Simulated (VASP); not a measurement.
Input of a VASP 6.6.1 run:

Contents of INCAR:

```
PREC = Accurate
ENCUT = 520
EDIFF = 1E-6
ISMEAR = 0
SIGMA = 0.1
LREAL = F
LASPH = T
NELM = 60
ALGO = Normal
ISIF = 2
LWAVE = F
LCHARG = F
GGA = PE
NBANDS = 37
```

KPOINTS

```
regular mesh
0
Gamma
  10 10 4
```

File POSCAR:

```
Sn2Te3Pt
1.0
    3.6704898154      0.0000000000      0.0000000000
    0.0000000000      3.6704898154      0.0000000000
    0.0000000000      0.0000000000     11.5295880667
Sn Te Pt
2 3 1
Direct
    0.5000000000      0.5000000000      0.3234419499
    0.5000000000      0.5000000000      0.6765580501
    0.0000000000      0.0000000000      0.8679896767
    0.0000000000      0.0000000000      0.1320103233
    0.0000000000      0.0000000000      0.5000000000
    0.5000000000      0.5000000000      0.0000000000
```

Potentials or basis: VASP PAW PBE potentials, release 64 (Sn_d, Te, Pt).

Launch:

```sh
$ cat potpaw_PBE.64/Sn_d/POTCAR potpaw_PBE.64/Te/POTCAR potpaw_PBE.64/Pt/POTCAR > POTCAR
$ mpirun -np 1 vasp_std > vasp.out
```

Task: What does it give for the band gap on the k mesh?

Result: Zero (band 28 reaches 9.38 eV, above the bottom of band 29 at 7.48 eV).

Task: Predict the largest force.

Result: 0.006 eV/Å.

Task: Estimate the pressure.

Result: -0.1 GPa.

Forces in eV/Å, atoms in the order of the input:
```
Sn   0.000  0.000 -0.001
Sn   0.000  0.000  0.001
Te   0.000  0.000  0.006
Te   0.000  0.000 -0.006
Te   0.000  0.000  0.000
Pt   0.000  0.000  0.000
```

Caveat: spin-orbit coupling is left out, which moves the levels of the heavy elements.
